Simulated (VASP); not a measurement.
# Ba (P4/mmm) in VASP: a series of runs

The runs below take Ba through single point, with LDA.

All numbers are computed with VASP 6.6.1; they aren't measurements. Logs are shortened: lines on timing, memory, paths and dates and some standing lists are left out, and cuts for length are marked.

## Step 1: The cell of the first run

The structure is tetragonal, space group P4/mmm (No. 123). Conventional cell: a = 3.918 Å, b = 3.918 Å, c = 3.683 Å, α = 90.00°, β = 90.00°, γ = 90.00°. Within 4.8 Å of Ba (site symmetry 4/mmm) lie 6 Ba at 3.68 to 3.92 Å.

## Step 2: Single point, LDA (strain -0.0600 x Voigt [0, 0, 1, 0, 0, 0])

Contents of INCAR:

```
SYSTEM = Ba
PREC = Accurate
ENCUT = 520
EDIFF = 1E-6
ISMEAR = 0
SIGMA = 0.15
LREAL = .FALSE.
LASPH = .TRUE.
NELM = 100
ALGO = Normal
ISIF = 2
LWAVE = .FALSE.
LCHARG = .FALSE.
GGA = CA
NBANDS = 11
```

Contents of KPOINTS:

```
Automatic mesh
0
G
  12 12 12
  0 0 0
```

Contents of POSCAR:

```
Ba
1.0
    3.9177175405      0.0000000000      0.0000000000
    0.0000000000      3.9177175405      0.0000000000
    0.0000000000      0.0000000000      3.6826544881
Ba
1
Direct
    0.0000000000      0.0000000000      0.0000000000
```

Potentials or basis: VASP PAW LDA potentials, release 64 (Ba_sv).

The run is started by

```sh
> cat potpaw_LDA.64/Ba_sv/POTCAR > POTCAR
> mpirun -np 1 vasp_std > vasp.out
```

OUTCAR:

```text
SYSTEM = Ba
   PREC = Accurate
   ENCUT = 520
   EDIFF = 1E-6
   ISMEAR = 0
   LREAL = .FALSE.
   LASPH = .TRUE.
   NELM = 100
   ISIF = 2
   GGA = CA

 ion  position               nearest neighbor table
   1  0.000  0.000  0.000-

  LATTYP: Found a simple tetragonal cell.
 ALAT       =     3.9177175405
 C/A-ratio  =     0.9400000000

  Lattice vectors:

 A1 = (   3.9177175405,   0.0000000000,   0.0000000000)
 A2 = (   0.0000000000,   3.9177175405,   0.0000000000)
 A3 = (   0.0000000000,   0.0000000000,   3.6826544881)

Analysis of symmetry for initial positions (statically):
=====================================================================
 Subroutine PRICEL returns:
 Original cell was already a primitive cell.

 Routine SETGRP: Setting up the symmetry group for a
 simple tetragonal supercell.

 Subroutine GETGRP returns: Found 16 space group operations
 (whereof 16 operations were pure point group operations)
 out of a pool of 16 trial point group operations.

The static configuration has the point symmetry D_4h.

Analysis of symmetry for dynamics (positions and initial velocities):
=====================================================================
 Subroutine PRICEL returns:
 Original cell was already a primitive cell.

 Routine SETGRP: Setting up the symmetry group for a
 simple tetragonal supercell.

 Subroutine GETGRP returns: Found 16 space group operations
 (whereof 16 operations were pure point group operations)
 out of a pool of 16 trial point group operations.

The dynamic configuration has the point symmetry D_4h.

 Subroutine INISYM returns: Found 16 space group operations
 (whereof 16 operations are pure point group operations),
 and found     1 'primitive' translations

----------------------------------------------------------------------------------------

                                     Primitive cell

  volume of cell :      56.5233

  direct lattice vectors                    reciprocal lattice vectors
     3.917717540  0.000000000  0.000000000     0.255250663  0.000000000  0.000000000
     0.000000000  3.917717540  0.000000000     0.000000000  0.255250663  0.000000000
     0.000000000  0.000000000  3.682654488     0.000000000  0.000000000  0.271543259

  length of vectors
     3.917717540  3.917717540  3.682654488     0.255250663  0.255250663  0.271543259

  position of ions in fractional coordinates (direct lattice)
     0.000000000  0.000000000  0.000000000

  ion indices of the primitive-cell ions
   primitive index   ion index
                 1           1

----------------------------------------------------------------------------------------

 KPOINTS: Automatic mesh

Automatic generation of k-mesh.
 Grid dimensions read from file:
 generate k-points for:   12   12   12

 Generating k-lattice:

  Cartesian coordinates                     Fractional coordinates (reciprocal lattice)
     0.021270889  0.000000000  0.000000000     0.083333333  0.000000000  0.000000000
     0.000000000  0.021270889  0.000000000     0.000000000  0.083333333  0.000000000
     0.000000000  0.000000000  0.022628605     0.000000000  0.000000000  0.083333333

  Length of vectors
     0.021270889  0.021270889  0.022628605

  Shift w.r.t. Gamma in fractional coordinates (k-lattice)
     0.000000000  0.000000000  0.000000000

 Subroutine IBZKPT returns following result:
 ===========================================

 Found    196 irreducible k-points:

 Following reciprocal coordinates:
            Coordinates               Weight
  0.000000  0.000000  0.000000      1.000000
  0.083333  0.000000  0.000000      4.000000
  0.166667  0.000000  0.000000      4.000000
  0.250000  0.000000  0.000000      4.000000
  0.333333  0.000000  0.000000      4.000000
  0.416667  0.000000  0.000000      4.000000
[... 16 lines left out ...]
  0.333333  0.333333  0.000000      4.000000
  0.416667  0.333333  0.000000      8.000000
 [... further k-points ...]
   k-points           NKPTS =    196   k-points in BZ     NKDIM =    196   number of bands    NBANDS=     11
   number of dos      NEDOS =    301   number of ions     NIONS =      1
   total plane-waves  NPLWV =  25200
   dimension x,y,z NGX =    30 NGY =   30 NGZ =   28
   dimension x,y,z NGXF=    60 NGYF=   60 NGZF=   56
   ions per type =               1
   NGX,Y,Z   is equivalent  to a cutoff of  12.73, 12.73, 12.64 a.u.
   NGXF,Y,Z  is equivalent  to a cutoff of  25.46, 25.46, 25.28 a.u.
 SYSTEM =  Ba
   PREC   = accura    normal or accurate (medium, high low for compatibility)
   ISTART =      0    job   : 0-new  1-cont  2-samecut
   ICHARG =      2    charge: 1-file 2-atom 10-const
   ISPIN  =      1    spin polarized calculation?
   LNONCOLLINEAR =      F non collinear calculations
   LSORBIT =      F    spin-orbit coupling
   LASPH  =      T    aspherical Exc in radial PAW
   ENCUT  =  520.0 eV  38.22 Ry    6.18 a.u.   7.28  7.28  6.85*2*pi/ulx,y,z
   NELM   =    100;   NELMIN=  2; NELMDL= -5     # of ELM steps
   EDIFF  = 0.1E-05   stopping-criterion for ELM
   LREAL  =      F    real-space projection
   EDIFFG = 0.1E-04   stopping-criterion for IOM
   NSW    =      0    number of steps for IOM
   IBRION =     -1    ionic relax: 0-MD 1-quasi-New 2-CG
   NFREE  =      0    steps in history (QN), initial steepest desc. (CG)
   ISIF   =      2    stress and relaxation
   ISYM   =      2    0-nonsym 1-usesym 2-fastsym
   POTIM  = 0.5000    time-step for ionic-motion
   TEBEG  =    0.0;   TEEND  =   0.0 temperature during run
   PSTRESS=    0.0 pullay stress
   NELECT =      10.0000    total number of electrons
   NUPDOWN=      -1.0000    fix difference up-down
   EMIN   =  10.00;   EMAX   =-10.00  energy-range for DOS
   EFERMI =   0.00;   METHOD = LEGACY
   ISMEAR =     0;   SIGMA  =   0.15  broadening in eV -4-tet -1-fermi 0-gaus
   EFERMI_NEDOS =   21; number of points for ismear=-14 and -15
   IALGO  =     38    algorithm
   IMIX   =      4    mixing-type and parameters
     AMIX     =   0.40;   BMIX     =  1.00
     AMIX_MAG =   1.60;   BMIX_MAG =  1.00
  volume/ion in A,a.u.               =      56.52       381.44
  Fermi-wavevector in a.u.,A,eV,Ry     =   0.919036  1.736726 11.491845  0.844627
  Thomas-Fermi vector in A             =   2.044185
   LORBIT       =      0    0 simple, 1 ext, 2 COOP (PROOUT), +10 PAW based schemes
   GGA     = CA    functional components
   LHFCALC =     F    Hartree Fock is set to
   AEXX    =    0.0000 exact exchange contribution
   IVDW    =     0    specifies the selected vdW correction
   LEPSILON=     F    determine dielectric tensor
   LRPA    =     F    only Hartree local field effects (RPA)
 non-spin polarized calculation
 Gauss-broadening in eV      SIGMA  =   0.15
  energy-cutoff  :      520.00
  volume of cell :       56.52
 maximum number of plane-waves:      1550
 NGX is ok and might be reduce to    30
   NGX = 15   NGY = 15   NGZ = 13

 number of electron      10.0000001 magnetization

 Free energy of the ion-electron system (eV)
  ---------------------------------------------------
  ext. energy  EPLUGINS =         0.00000000
  ---------------------------------------------------
  free energy    TOTEN  =        -1.94328975 eV

  energy without entropy =       -1.93409686  energy(sigma->0) =       -1.93869330

 E-fermi :   1.6804     XC(G=0):  -7.9550

 val. band max:        1.6783791944   @ k =   0.1667   0.0000   0.5000
 cond. band min:       1.6811506037   @ k =   0.5000   0.2500   0.0000
 fundamental gap:      0.0027714093
 Fermi energy:         1.6804215908

 k-point     1 :       0.0000    0.0000    0.0000
  band No.  band energies     occupation
      1     -27.2648      2.00000
      2     -12.0771      2.00000
      3     -12.0771      2.00000
      4     -11.8613      2.00000
      5      -0.8763      2.00000
      6       1.5892      1.61018
      7       1.6197      1.43283
      8       6.7041      0.00000
      9       7.2019      0.00000
     10       7.2019      0.00000
     11       9.4902      0.00000

 k-point     2 :       0.0833    0.0000    0.0000
  band No.  band energies     occupation
      1     -27.2604      2.00000
      2     -12.1358      2.00000
      3     -12.0721      2.00000
      4     -11.8567      2.00000
      5      -0.7650      2.00000
      6       1.6241      1.40436
      7       1.7277      0.65593
      8       6.4079      0.00000
      9       6.9534      0.00000
     10       7.2176      0.00000
     11       9.0561      0.00000

 k-point     3 :       0.1667    0.0000    0.0000
  band No.  band energies     occupation
      1     -27.2482      2.00000
      2     -12.2915      2.00000
      3     -12.0586      2.00000
      4     -11.8443      2.00000
      5      -0.4656      2.00000
      6       1.7105      0.77677
      7       2.0432      0.00062
      8       5.8082      0.00000
      9       6.4179      0.00000
     10       7.2613      0.00000
     11       8.2730      0.00000

 k-point     4 :       0.2500    0.0000    0.0000
  band No.  band energies     occupation
      1     -27.2315      2.00000
      2     -12.4939      2.00000
      3     -12.0400      2.00000
      4     -11.8273      2.00000
      5      -0.0557      2.00000
      6       1.8348      0.14546
      7       2.4621      0.00000
      8       5.2118      0.00000
      9       5.8620      0.00000
     10       7.3225      0.00000
     11       7.6785      0.00000

 k-point     5 :       0.3333    0.0000    0.0000
  band No.  band energies     occupation
      1     -27.2147      2.00000
      2     -12.6860      2.00000
      3     -12.0213      2.00000
      4     -11.8101      2.00000
      5       0.3854      2.00000
      6       1.9696      0.00640
      7       2.7578      0.00000
      8       4.7399      0.00000
      9       5.4131      0.00000
     10       7.3857      0.00000
     11       7.6031      0.00000
[... 211 lines left out ...]
 k-point    21 :       0.4167    0.2500    0.0000
  band No.  band energies     occupation
      1     -27.1700      2.00000
      2     -12.7645      2.00000
      3     -12.4020      2.00000
      4     -11.7651      2.00000
      5       1.2978      1.99969
      6       1.8243      0.17500
      7       3.3095      0.00000
      8       4.7226      0.00000
      9       5.3344      0.00000
     10       6.2529      0.00000
     11       8.4376      0.00000

 k-point    22 :       0.5000    0.2500    0.0000
  band No.  band energies     occupation
      1     -27.1655      2.00000
      2     -12.8116      2.00000
      3     -12.3954      2.00000
      4     -11.7606      2.00000
      5       1.4642      1.95848
      6       1.6812      0.99452
      7       3.2987      0.00000
      8       4.9148      0.00000
      9       5.2410      0.00000
     10       6.2786      0.00000
     11       8.5748      0.00000

 k-point    23 :       0.3333    0.3333    0.0000
  band No.  band energies     occupation
      1     -27.1657      2.00000
      2     -12.6150      2.00000
      3     -12.5958      2.00000
      4     -11.7609      2.00000
      5       1.1254      2.00000
      6       1.8771      0.06366
      7       4.1279      0.00000
      8       4.2056      0.00000
      9       5.6454      0.00000
     10       5.8233      0.00000
     11       8.4321      0.00000

 k-point    24 :       0.4167    0.3333    0.0000
  band No.  band energies     occupation
      1     -27.1536      2.00000
      2     -12.7357      2.00000
      3     -12.5851      2.00000
      4     -11.7488      2.00000
      5       1.0731      2.00000
      6       1.8949      0.04313
      7       4.1897      0.00000
      8       4.8575      0.00000
      9       5.4474      0.00000
     10       5.8266      0.00000
     11       8.3549      0.00000

 [... further k-points ...]

------------------------ aborting loop because EDIFF is reached ----------------------------------------

  FORCE on cell =-STRESS in cart. coord.  units (eV):
  Direction    XX          YY          ZZ          XY          YZ          ZX
  --------------------------------------------------------------------------------------
  -------------------------------------------------------------------------------------
  Total       -0.4650743     -0.4650743      0.2618915      0.0000000      0.0000000      0.0000000
  in kB      -13.1827414    -13.1827414      7.4234340      0.0000000      0.0000000      0.0000000
  external PRESSURE =      -6.3140162 kB  Pullay stress =       0.0000000 kB

 VOLUME and BASIS-vectors are now :
 -----------------------------------------------------------------------------
  energy-cutoff  :      520.00
  volume of cell :       56.52
      direct lattice vectors                 reciprocal lattice vectors
     3.917717540  0.000000000  0.000000000     0.255250663  0.000000000  0.000000000
     0.000000000  3.917717540  0.000000000     0.000000000  0.255250663  0.000000000
     0.000000000  0.000000000  3.682654488     0.000000000  0.000000000  0.271543259

 POSITION                                       TOTAL-FORCE (eV/Angst)
 -----------------------------------------------------------------------------------
      0.00000      0.00000      0.00000         0.000000      0.000000      0.000000
 -----------------------------------------------------------------------------------
    total drift:                               -0.000000      0.000000     -0.000000

  FREE ENERGIE OF THE ION-ELECTRON SYSTEM (eV)
  ---------------------------------------------------
  free  energy   TOTEN  =        -1.9432897488 eV

  energy  without entropy=       -1.9340968592  energy(sigma->0) =       -1.93869330
```

Wall time 1.9 min (1 thread of Intel Xeon 8259CL, shared host); peak memory 0.24 GiB.

What came out:

```yaml
Free_energy: -1.9433 eV
Pressure: -0.6 GPa
Band_gap_on_the_k_mesh: zero (bands 5 and 6 overlap by 0.44 eV)
```

Caveat: the cell differs from its parent crystal (strain -0.0600 x Voigt [0, 0, 1, 0, 0, 0]); spin-orbit coupling is left out, which moves the levels of the heavy elements.

(Part 1 of 2 ends here.)
